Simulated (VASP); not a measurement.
A run of VASP 6.6.1:

File INCAR:

```
PREC = Accurate
ENCUT = 520
EDIFF = 1E-7
ISMEAR = 0
SIGMA = 0.1
LREAL = F
LASPH = T
NELM = 80
ALGO = Normal
ISIF = 2
LWAVE = F
LCHARG = F
GGA = PS
NBANDS = 33
```

Contents of KPOINTS:

```
Automatic mesh
0
Gamma
  12 12 6
```

Contents of POSCAR:

```
Ta4O
1.0
    3.2574970000      0.0000000000      0.0000000000
    0.0000000000      3.2574970000      0.0000000000
    0.0000000000      0.0000000000      7.4093410000
Ta O
4 1
Direct
    0.5000000000      0.5000000000      0.5000000000
    0.5000000000      0.5000000000      0.7831580000
    0.5000000000      0.5000000000      0.2168420000
    0.0000000000      0.0000000000      0.0000000000
    0.0000000000      0.0000000000      0.5000000000
```

Potentials or basis: VASP PAW PBE potentials, release 64 (Ta_pv, O).

Launch:

```console
$ cat potpaw_PBE.64/Ta_pv/POTCAR potpaw_PBE.64/O/POTCAR > POTCAR
$ mpirun -np 1 vasp_std > vasp.out
```

Hardware: 1 thread of Intel(R) Xeon(R) 6975P-C (Granite Rapids), with other jobs on the host.

Q: How long does it take, and how much memory?

A: It took 100 s on 1 thread of Intel(R) Xeon(R) 6975P-C (Granite Rapids) (shared host), peak memory 0.34 GiB. Counts: scf iterations 16, k points 112.
